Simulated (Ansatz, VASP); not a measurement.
**TaN in VASP and in Ansatz**

```xyz
6
Lattice="5.1489 0.0000 0.0000 -2.5745 4.4591 0.0000 0.0000 0.0000 2.8755" Properties=species:S:1:pos:R:3 pbc="T T T"
Ta    0.0000    0.0000    0.0000
Ta    0.0000    2.9727    1.4378
Ta    2.5745    1.4864    1.4378
N     2.0256    0.0000    0.0000
N     1.5617    2.7049    0.0000
N    -1.0128    1.7542    0.0000
```

Alike in both runs: functional LDA; k mesh 9 × 9 × 12; occupations fermi-dirac, width 0.15 eV; no spin polarisation.

Ansatz relaxed the structure, and its values are those at the end. VASP's run is a single point on that final structure, the one shown.

|  | VASP | Ansatz |
| --- | --- | --- |
| version | VASP 6.6.1 | Ansatz 0.2.0 |
| potentials or method | VASP PAW LDA potentials, release 64 (Ta_sv_GW, N), cutoff 600 eV | scalar-relativistic, plane waves, PAW |
| valence electrons in the cell | 54 | 54 |

```csv
,VASP,Ansatz,Ansatz less VASP
gap on the k mesh at the Fermi level (eV),none,none,-
pressure (GPa),1.2,0.0,-1.22
rms of the force components (eV/Å),0.004,0.000,-0.0036
```

Ansatz warns that its potentials were made for another functional, while VASP's fit it. LDA's correlation is that of Perdew and Zunger in VASP and of Perdew and Wang (1992) in Ansatz. A gap of «none» marks a metal or a gap that the smearing closes.

Neither program's run includes spin-orbit coupling.
